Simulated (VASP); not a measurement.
# MgO (Fm-3m) in VASP: a series of runs

Runs on MgO. Level: r2SCAN. Tasks: single point.

All numbers are computed with VASP 6.6.1; they aren't measurements. Logs are shortened: lines on timing, memory, paths and dates and some standing lists are left out, and cuts for length are marked.

**Experimental background.**

From “Electronic structure of alkaline earth and post-transition metal oxides”, 2009, arxiv:0908.1581, for a bulk crystal of MgO: band gap 7.83 eV.

The runs below are set against these values where they give the same quantity.

## (1) The cell of the first run

The structure is cubic, space group Fm-3m (No. 225). Conventional cell: a = 4.246 Å, b = 4.246 Å, c = 4.246 Å, α = 90.00°, β = 90.00°, γ = 90.00°. Mg (site symmetry m-3m) has 6 O at 2.12 Å within 2.8 Å. O (site symmetry m-3m) has 6 Mg at 2.12 Å within 2.8 Å.

## (2) Single point, r2SCAN (9.57 Å³/atom)

POSCAR reads:

```
MgO
1.0
    0.0000000000      2.1229832838      2.1229832838
    2.1229832838      0.0000000000      2.1229832838
    2.1229832838      2.1229832838      0.0000000000
Mg O
1 1
Direct
    0.0000000000      0.0000000000      0.0000000000
    0.5000000000      0.5000000000      0.5000000000
```

INCAR.step1 reads:

```
PREC = Accurate ; ENCUT = 750
ISMEAR = 0 ; SIGMA = 0.02
LREAL = F ; LASPH = T
NELM = 120 ; NBANDS = 15
GGA = PE ; ALGO = Normal
EDIFF = 1E-5 ; LWAVE = T
LCHARG = F ; GGA_COMPAT = F
```

INCAR.step2 reads:

```
PREC = Accurate ; ENCUT = 750
EDIFF = 1E-6 ; ISMEAR = 0
SIGMA = 0.02 ; LREAL = F
LASPH = T ; NELM = 120
ALGO = Normal ; ISIF = 2
LWAVE = F ; LCHARG = F
METAGGA = R2SCAN ; LMIXTAU = T
NBANDS = 15 ; ISTART = 1
GGA_COMPAT = F
```

KPOINTS reads:

```
regular mesh
0
Gamma
  10 10 10
```

Potentials or basis: VASP PAW PBE potentials, release 64 (Mg_sv, O).

Command:

```bash
$ cat potpaw_PBE.64/Mg_sv/POTCAR potpaw_PBE.64/O/POTCAR > POTCAR
$ cp INCAR.step1 INCAR
$ mpirun -np 1 vasp_std > vasp.out
$ cp INCAR.step2 INCAR
$ mpirun -np 1 vasp_std > vasp.out
```

OUTCAR:

```text
PREC = Accurate
   ENCUT = 750
   EDIFF = 1E-6
   ISMEAR = 0
   LREAL = F
   LASPH = T
   NELM = 120
   ISIF = 2
   METAGGA = R2SCAN
   ISTART = 1

 ion  position               nearest neighbor table
   1  0.000  0.000  0.000-   2 2.12   2 2.12   2 2.12   2 2.12   2 2.12   2 2.12
   2  0.500  0.500  0.500-   1 2.12   1 2.12   1 2.12   1 2.12   1 2.12   1 2.12

  LATTYP: Found a face centered cubic cell.
 ALAT       =     4.2459665676

  Lattice vectors:

 A1 = (   0.0000000000,   2.1229832838,   2.1229832838)
 A2 = (   2.1229832838,   0.0000000000,   2.1229832838)
 A3 = (   2.1229832838,   2.1229832838,   0.0000000000)

Analysis of symmetry for initial positions (statically):
=====================================================================
 Subroutine PRICEL returns:
 Original cell was already a primitive cell.

 Routine SETGRP: Setting up the symmetry group for a
 face centered cubic supercell.

 Subroutine GETGRP returns: Found 48 space group operations
 (whereof 48 operations were pure point group operations)
 out of a pool of 48 trial point group operations.

The static configuration has the point symmetry O_h .

Analysis of symmetry for dynamics (positions and initial velocities):
=====================================================================
 Subroutine PRICEL returns:
 Original cell was already a primitive cell.

 Routine SETGRP: Setting up the symmetry group for a
 face centered cubic supercell.

 Subroutine GETGRP returns: Found 48 space group operations
 (whereof 48 operations were pure point group operations)
 out of a pool of 48 trial point group operations.

The dynamic configuration has the point symmetry O_h .

 Subroutine INISYM returns: Found 48 space group operations
 (whereof 48 operations are pure point group operations),
 and found     1 'primitive' translations

----------------------------------------------------------------------------------------

                                     Primitive cell

  volume of cell :      19.1368

  direct lattice vectors                    reciprocal lattice vectors
     0.000000000  2.122983284  2.122983284    -0.235517634  0.235517634  0.235517634
     2.122983284  0.000000000  2.122983284     0.235517634 -0.235517634  0.235517634
     2.122983284  2.122983284  0.000000000     0.235517634  0.235517634 -0.235517634

  length of vectors
     3.002351753  3.002351753  3.002351753     0.407928508  0.407928508  0.407928508

  position of ions in fractional coordinates (direct lattice)
     0.000000000  0.000000000  0.000000000
     0.500000000  0.500000000  0.500000000

  ion indices of the primitive-cell ions
   primitive index   ion index
                 1           1
                 2           2

----------------------------------------------------------------------------------------

 KPOINTS: regular mesh

Automatic generation of k-mesh.
 Grid dimensions read from file:
 generate k-points for:   10   10   10

 Generating k-lattice:

  Cartesian coordinates                     Fractional coordinates (reciprocal lattice)
    -0.023551763  0.023551763  0.023551763     0.100000000  0.000000000  0.000000000
     0.023551763 -0.023551763  0.023551763     0.000000000  0.100000000  0.000000000
     0.023551763  0.023551763 -0.023551763     0.000000000  0.000000000  0.100000000

  Length of vectors
     0.040792851  0.040792851  0.040792851

  Shift w.r.t. Gamma in fractional coordinates (k-lattice)
     0.000000000  0.000000000  0.000000000

 Subroutine IBZKPT returns following result:
 ===========================================

 Found     47 irreducible k-points:

 Following reciprocal coordinates:
            Coordinates               Weight
  0.000000  0.000000  0.000000      1.000000
  0.100000  0.000000  0.000000      8.000000
  0.200000  0.000000  0.000000      8.000000
  0.300000  0.000000  0.000000      8.000000
  0.400000  0.000000  0.000000      8.000000
  0.500000  0.000000  0.000000      4.000000
[... 16 lines left out ...]
  0.300000  0.300000  0.000000      6.000000
  0.400000  0.300000  0.000000     24.000000
 [... further k-points ...]
   k-points           NKPTS =     47   k-points in BZ     NKDIM =     47   number of bands    NBANDS=     15
   number of dos      NEDOS =    301   number of ions     NIONS =      2
   total plane-waves  NPLWV =  21952
   dimension x,y,z NGX =    28 NGY =   28 NGZ =   28
   dimension x,y,z NGXF=    56 NGYF=   56 NGZF=   56
   ions per type =               1   1
   NGX,Y,Z   is equivalent  to a cutoff of  15.50, 15.50, 15.50 a.u.
   NGXF,Y,Z  is equivalent  to a cutoff of  31.01, 31.01, 31.01 a.u.
 SYSTEM =  unknown system
   PREC   = accura    normal or accurate (medium, high low for compatibility)
   ISTART =      1    job   : 0-new  1-cont  2-samecut
   ICHARG =      0    charge: 1-file 2-atom 10-const
   ISPIN  =      1    spin polarized calculation?
   LNONCOLLINEAR =      F non collinear calculations
   LSORBIT =      F    spin-orbit coupling
   LASPH  =      T    aspherical Exc in radial PAW
   ENCUT  =  750.0 eV  55.12 Ry    7.42 a.u.   6.70  6.70  6.70*2*pi/ulx,y,z
   NELM   =    120;   NELMIN=  2; NELMDL=  0     # of ELM steps
   EDIFF  = 0.1E-05   stopping-criterion for ELM
   LREAL  =      F    real-space projection
   EDIFFG = 0.1E-04   stopping-criterion for IOM
   NSW    =      0    number of steps for IOM
   IBRION =     -1    ionic relax: 0-MD 1-quasi-New 2-CG
   NFREE  =      0    steps in history (QN), initial steepest desc. (CG)
   ISIF   =      2    stress and relaxation
   ISYM   =      2    0-nonsym 1-usesym 2-fastsym
   POTIM  = 0.5000    time-step for ionic-motion
   TEBEG  =    0.0;   TEEND  =   0.0 temperature during run
   PSTRESS=    0.0 pullay stress
   NELECT =      16.0000    total number of electrons
   NUPDOWN=      -1.0000    fix difference up-down
   EMIN   =  10.00;   EMAX   =-10.00  energy-range for DOS
   EFERMI =   0.00;   METHOD = LEGACY
   ISMEAR =     0;   SIGMA  =   0.02  broadening in eV -4-tet -1-fermi 0-gaus
   EFERMI_NEDOS =   21; number of points for ismear=-14 and -15
   IALGO  =     38    algorithm
   IMIX   =      4    mixing-type and parameters
     AMIX     =   0.40;   BMIX     =  1.00
     AMIX_MAG =   1.60;   BMIX_MAG =  1.00
  volume/ion in A,a.u.               =       9.57        64.57
  Fermi-wavevector in a.u.,A,eV,Ry     =   1.542262  2.914453 32.362452  2.378573
  Thomas-Fermi vector in A             =   2.648092
   LORBIT       =      0    0 simple, 1 ext, 2 COOP (PROOUT), +10 PAW based schemes
   METAGGA = R2SCAN    functional components
   LHFCALC =     F    Hartree Fock is set to
   AEXX    =    0.0000 exact exchange contribution
   IVDW    =     0    specifies the selected vdW correction
   LEPSILON=     F    determine dielectric tensor
   LRPA    =     F    only Hartree local field effects (RPA)
 non-spin polarized calculation
 Gauss-broadening in eV      SIGMA  =   0.02
  energy-cutoff  :      750.00
  volume of cell :       19.14
 maximum number of plane-waves:       914
   NGX = 13   NGY = 13   NGZ = 13

 number of electron      15.9999996 magnetization

 Free energy of the ion-electron system (eV)
  ---------------------------------------------------
  ext. energy  EPLUGINS =         0.00000000
  ---------------------------------------------------
  free energy    TOTEN  =       -16.15816874 eV

  energy without entropy =      -16.15816874  energy(sigma->0) =      -16.15816874

 E-fermi :   2.6086     XC(G=0): -11.9080

 val. band max:        2.3406632428   @ k =   0.0000   0.0000   0.0000
 cond. band min:       7.7500795737   @ k =   0.0000   0.0000   0.0000
 fundamental gap:      5.4094163308
 Fermi energy:         2.6085895655

 k-point     1 :       0.0000    0.0000    0.0000
  band No.  band energies     occupation
      1     -72.7210      2.00000
      2     -37.8143      2.00000
      3     -37.8143      2.00000
      4     -37.8143      2.00000
      5     -15.7264      2.00000
      6       2.3407      2.00000
      7       2.3407      2.00000
      8       2.3407      2.00000
      9       7.7501      0.00000
     10      19.0590      0.00000
     11      19.0590      0.00000
     12      19.0590      0.00000
     13      23.0953      0.00000
     14      24.9036      0.00000
     15      24.9036      0.00000

 k-point     2 :       0.1000    0.0000    0.0000
  band No.  band energies     occupation
      1     -72.7204      2.00000
      2     -37.8219      2.00000
      3     -37.8152      2.00000
      4     -37.8152      2.00000
      5     -15.6245      2.00000
      6       1.7221      2.00000
      7       2.2739      2.00000
      8       2.2739      2.00000
      9       8.3628      0.00000
     10      17.8170      0.00000
     11      19.3039      0.00000
     12      19.3039      0.00000
     13      24.1800      0.00000
     14      24.1800      0.00000
     15      24.7642      0.00000

 k-point     3 :       0.2000    0.0000    0.0000
  band No.  band energies     occupation
      1     -72.7187      2.00000
      2     -37.8412      2.00000
      3     -37.8171      2.00000
      4     -37.8171      2.00000
      5     -15.3459      2.00000
      6       0.4358      2.00000
      7       2.1046      2.00000
      8       2.1046      2.00000
      9       9.5750      0.00000
     10      16.2987      0.00000
     11      19.8007      0.00000
     12      19.8007      0.00000
     13      23.4809      0.00000
     14      23.4809      0.00000
     15      25.7936      0.00000
[... 343 lines left out ...]
 k-point    23 :       0.3000    0.3000    0.0000
  band No.  band energies     occupation
      1     -72.7148      2.00000
      2     -37.8578      2.00000
      3     -37.8307      2.00000
      4     -37.8307      2.00000
      5     -14.7973      2.00000
      6      -0.7257      2.00000
      7       1.4172      2.00000
      8       1.4172      2.00000
      9      11.9609      0.00000
     10      13.6720      0.00000
     11      17.7728      0.00000
     12      21.3004      0.00000
     13      21.3004      0.00000
     14      27.6073      0.00000
     15      30.8851      0.00000

 k-point    24 :       0.4000    0.3000    0.0000
  band No.  band energies     occupation
      1     -72.7134      2.00000
      2     -37.8672      2.00000
      3     -37.8356      2.00000
      4     -37.8335      2.00000
      5     -14.5728      2.00000
      6      -1.1405      2.00000
      7       1.0641      2.00000
      8       1.2707      2.00000
      9      12.7361      0.00000
     10      13.4041      0.00000
     11      16.9260      0.00000
     12      21.5641      0.00000
     13      21.7760      0.00000
     14      28.3804      0.00000
     15      30.3995      0.00000

 [... further k-points ...]

------------------------ aborting loop because EDIFF is reached ----------------------------------------

  FORCE on cell =-STRESS in cart. coord.  units (eV):
  Direction    XX          YY          ZZ          XY          YZ          ZX
  --------------------------------------------------------------------------------------
  -------------------------------------------------------------------------------------
  Total       -0.5453285     -0.5453285     -0.5453285     -0.0000000      0.0000000      0.0000000
  in kB      -45.6561243    -45.6561243    -45.6561243     -0.0000000      0.0000000      0.0000000
  external PRESSURE =     -45.6561243 kB  Pullay stress =       0.0000000 kB

 VOLUME and BASIS-vectors are now :
 -----------------------------------------------------------------------------
  energy-cutoff  :      750.00
  volume of cell :       19.14
      direct lattice vectors                 reciprocal lattice vectors
     0.000000000  2.122983284  2.122983284    -0.235517634  0.235517634  0.235517634
     2.122983284  0.000000000  2.122983284     0.235517634 -0.235517634  0.235517634
     2.122983284  2.122983284  0.000000000     0.235517634  0.235517634 -0.235517634

 POSITION                                       TOTAL-FORCE (eV/Angst)
 -----------------------------------------------------------------------------------
      0.00000      0.00000      0.00000         0.000000     -0.000000     -0.000000
      2.12298      2.12298      2.12298        -0.000000      0.000000      0.000000
 -----------------------------------------------------------------------------------
    total drift:                                0.000000      0.000000      0.000000

  FREE ENERGIE OF THE ION-ELECTRON SYSTEM (eV)
  ---------------------------------------------------
  free  energy   TOTEN  =       -16.1581687420 eV

  energy  without entropy=      -16.1581687420  energy(sigma->0) =      -16.15816874
```

It took 76 s on 1 thread of Intel Xeon Platinum 8259CL at 2.50GHz (Skylake/Cascade Lake), shared host; peak memory 0.17 GiB.

What came out:

| Property | Result |
| --- | --- |
| Free energy | -16.1582 eV |
| Pressure | -4.6 GPa |
| Band gap on the k mesh | 5.41 eV |

Levels at points of the mesh, in eV from the valence-band top:
| k point | band 5 | band 6 | band 7 | band 8 | band 9 | band 10 | band 11 | band 12 |
| --- | --- | --- | --- | --- | --- | --- | --- | --- |
| (0.00, 0.00, 0.00) | -18.07 | 0.00 | 0.00 | 0.00 | 5.41 | 16.72 | 16.72 | 16.72 |
| (0.50, 0.00, 0.00) | -16.85 | -4.49 | -0.65 | -0.65 | 8.67 | 13.56 | 17.26 | 17.26 |
| (0.50, 0.50, 0.00) | -16.65 | -3.98 | -1.33 | -1.33 | 10.01 | 10.90 | 14.05 | 20.08 |

Caveat: the cell stands under tension; the PAW data sets were made with another functional, which shifts forces and pressure a little. r2SCAN opens gaps a little over a GGA but as a rule still falls short of measured ones.

## (3) Single point, r2SCAN

This run uses another cell than the first one, of 9.29 Å³/atom.

POSCAR reads:

```
MgO
1.0
    0.0000000000      2.1021683833      2.1021683833
    2.1021683833      0.0000000000      2.1021683833
    2.1021683833      2.1021683833      0.0000000000
Mg O
1 1
Direct
    0.0000000000      0.0000000000      0.0000000000
    0.5000000000      0.5000000000      0.5000000000
```

INCAR.step1 reads:

```
SYSTEM = MgO
PREC = Accurate
ENCUT = 750
ISMEAR = 0
SIGMA = 0.02
LREAL = .FALSE.
LASPH = .TRUE.
NELM = 120
NBANDS = 15
GGA = PE
ALGO = Normal
EDIFF = 1E-5
LWAVE = .TRUE.
LCHARG = .FALSE.
GGA_COMPAT = .FALSE.
```

INCAR.step2 reads:

```
SYSTEM = MgO
PREC = Accurate
ENCUT = 750
EDIFF = 1E-6
ISMEAR = 0
SIGMA = 0.02
LREAL = .FALSE.
LASPH = .TRUE.
NELM = 120
ALGO = Normal
ISIF = 2
LWAVE = .FALSE.
LCHARG = .FALSE.
METAGGA = R2SCAN
LMIXTAU = .TRUE.
NBANDS = 15
ISTART = 1
GGA_COMPAT = .FALSE.
```

KPOINTS reads:

```
regular mesh
0
G
  10 10 10
  0 0 0
```

Potentials or basis: VASP PAW PBE potentials, release 64 (Mg_sv, O).

Command:

```bash
$ cat potpaw_PBE.64/Mg_sv/POTCAR potpaw_PBE.64/O/POTCAR > POTCAR
$ cp INCAR.step1 INCAR
$ mpirun -np 1 vasp_std > vasp.out
$ cp INCAR.step2 INCAR
$ mpirun -np 1 vasp_std > vasp.out
```

It took 40 s on 1 thread of Intel Xeon 6975P-C (Granite Rapids), shared host; peak memory 0.17 GiB.

Results (log left out):

```
Free energy            : -16.1628 eV
Pressure               : 0.0 GPa
Band gap on the k mesh : 5.70 eV
```

Levels at points of the mesh, in eV from the valence-band top:
```tsv
k point	band 6	band 7	band 8	band 9	band 10	band 11
(0.00, 0.00, 0.00)	0.00	0.00	0.00	5.70	16.89	16.89
(0.50, 0.00, 0.00)	-4.62	-0.68	-0.68	8.87	13.91	17.57
(0.50, 0.50, 0.00)	-4.09	-1.37	-1.37	10.05	11.22	14.38
```

Caveat: the PAW data sets were made with another functional, which shifts forces and pressure a little.

## (4) How close it comes

Step 3. Measured gap of MgO: 7.83 eV (quoted in “Electronic structure of alkaline earth and post-transition metal oxides”, 2009, arxiv:0908.1581). This calculation gives 5.70 eV (-2.13 eV). The value is that of r2SCAN, without temperature or zero-point motion.
